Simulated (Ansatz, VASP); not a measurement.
**In2O: VASP beside Ansatz**

```xyz
6
Lattice="5.0336 0.0000 0.0000 0.0000 5.0336 0.0000 0.0000 0.0000 5.0336" Properties=species:S:1:pos:R:3 pbc="T T T"
In    3.7752    3.7752    3.7752
In    3.7752    1.2584    1.2584
In    1.2584    1.2584    3.7752
In    1.2584    3.7752    1.2584
O     0.0000    0.0000    0.0000
O     2.5168    2.5168    2.5168
```

Change from the starting cell: species swapped into the Ag2O type (Pn-3m, No. 224).

Alike in both runs: task single point; functional PBE; k mesh 4 × 4 × 4; occupations gaussian, width 0.1 eV; collinear spin.

```csv
,VASP,Ansatz
version,VASP 6.6.1,Ansatz 0.2.0
potentials or method,"VASP PAW PBE potentials, release 64 (In_d, O), cutoff 600 eV","scalar-relativistic, plane waves, PAW"
valence electrons in the cell,64,64
```

VASP gave:

| Item | Value |
| --- | --- |
| gap on the k mesh at the Fermi level (eV) | none |
| pressure (GPa) | 3.4 |
| net moment per atom (μB) | 0.00 |

Question: What did Ansatz give for the same quantities?

Answer: gap on the k mesh at the Fermi level (eV): none; pressure (GPa): 3.3; net moment per atom (μB): 0.00.

A gap of «none» marks a metal or a gap that the smearing closes. Ansatz's warnings: seeded moment not kept.
